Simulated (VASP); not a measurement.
Set up this calculation in VASP 6.6.1, as the native input.

* Task: single point
* Functional: LDA
* Potentials or basis: VASP PAW LDA potentials, release 64 (Sb)
* Cutoff: 520 eV
* k mesh: 15 × 15 × 15
* Occupations: gaussian, width 0.15 eV
* Spin: no spin polarisation
* Dipole correction: no
* Further INCAR settings: ALGO = Normal; EDIFF = 1e-06; NBANDS = 12

The structure of Sb lies in POSCAR:

```
Sb
1.0
    2.0833495674      1.2028224336      3.9896147744
   -2.0833495674      1.2028224336      3.9896147744
    0.0000000000     -2.4056448671      3.9896147745
Sb
2
Direct
    0.2336400000      0.2336400000      0.2336400000
    0.7663600000      0.7663600000      0.7663600000
```

This cell differs from its parent crystal: ratio of the length along z to the lengths across it x 1.1, volume and fractional coordinates fixed.

These files were run (other wordings do the same):

INCAR

```
PREC = Accurate
ENCUT = 520
EDIFF = 1E-6
ISMEAR = 0
SIGMA = 0.15
LREAL = F
LASPH = T
NELM = 80
ALGO = Normal
ISIF = 2
LWAVE = F
LCHARG = F
GGA = CA
NBANDS = 12
```

KPOINTS

```
regular mesh
0
Gamma
  15 15 15
```

Potentials or basis: VASP PAW LDA potentials, release 64 (Sb).

Command:

```console
$ cat potpaw_LDA.64/Sb/POTCAR > POTCAR
$ mpirun -np 1 vasp_std > vasp.out
```

Results of the run:

```
Pressure               : -0.1 GPa
Largest force          : 0.056 eV/Å
Band gap on the k mesh : zero (band 5 reaches 7.61 eV, above the bottom of band 6 at 6.92 eV)
```

Caveat: spin-orbit coupling is left out, which moves the levels of the heavy elements.

It took 2.1 min on 1 thread of Intel(R) Xeon(R) Platinum 8375C CPU @ 2.90GHz (Ice Lake), with other jobs on the host, peak memory 0.33 GiB.
